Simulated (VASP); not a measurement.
Input of a VASP 6.6.1 run:

The input INCAR:

```
SYSTEM = HfSeS4
PREC = Accurate
ENCUT = 520
EDIFF = 1E-7
ISMEAR = 0
SIGMA = 0.1
LREAL = .False.
LASPH = .True.
NELM = 80
ALGO = Normal
ISIF = 2
LWAVE = .False.
LCHARG = .False.
GGA = PE
NBANDS = 29
```

File KPOINTS:

```
Automatic mesh
0
Gamma
  4 4 4
  0 0 0
```

The input POSCAR:

```
HfSeS4
1.0
    0.0000000000      4.4807314197      4.4807314197
    4.4807314197      0.0000000000      4.4807314197
    4.4807314197      4.4807314197      0.0000000000
Hf Se S
1 1 4
Direct
    0.0000000000      0.0000000000      0.0000000000
    0.5000000000      0.5000000000      0.5000000000
    0.0780540023      0.6406486659      0.6406486659
    0.6406486659      0.6406486659      0.6406486659
    0.6406486659      0.0780540023      0.6406486659
    0.6406486659      0.6406486659      0.0780540023
```

Potentials or basis: VASP PAW PBE potentials, release 64 (Hf_pv, Se, S).

Command:

```sh
$ cat potpaw_PBE.64/Hf_pv/POTCAR potpaw_PBE.64/Se/POTCAR potpaw_PBE.64/S/POTCAR > POTCAR
$ mpirun -np 1 vasp_std > vasp.out
```

(1) What does it give for the band gap on the k mesh?

(2) What does it give for the largest force?

(3) Predict the pressure.

Answers

(1) zero (bands 20 and 21 overlap by 0.30 eV).

(2) 0.009 eV/Å.

(3) -0.3 GPa.

Caveat: spin-orbit coupling is left out, which moves the levels of the heavy elements.
